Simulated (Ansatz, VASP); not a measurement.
SnO2: VASP beside Ansatz

```
Sn O
1.0
     5.14943    0.00000    0.00000
     0.00000    5.14945    0.00000
     0.00000    0.00000    3.18750
Sn O
2 4
Direct
  0.50000 0.50000 0.50000
  0.00000 0.00000 0.00000
  0.31212 0.31212 0.00000
  0.81212 0.18788 0.50000
  0.18788 0.81212 0.50000
  0.68788 0.68788 0.00000
```

Alike in both runs: functional PBE; k mesh 6 × 6 × 10; occupations gaussian, width 0.05 eV; no spin polarisation.

Ansatz relaxed the structure, and its values are those at the end. VASP's run is a single point on that final structure, the one shown.

```csv
,VASP,Ansatz
version,VASP 6.6.1,Ansatz 0.2.0
potentials or method,"VASP PAW PBE potentials, release 64 (Sn_d, O), cutoff 520 eV","scalar-relativistic, plane waves, PAW"
valence electrons in the cell,52,52
```

VASP gave:

* gap on the k mesh at the Fermi level (eV): 0.19
* least direct gap on the mesh (eV): 0.19
* pressure (GPa): -10.5
* rms of the force components (eV/Å): 0.022

**Question.** Which values does Ansatz return?

**Answer.** gap on the k mesh at the Fermi level (eV): 0.21; least direct gap on the mesh (eV): 0.21; pressure (GPa): -10.9; rms of the force components (eV/Å): 0.000.

The functional is the same, so the differences come from potentials, cutoffs and numerics. Ansatz's warnings: stress scf threshold loose.
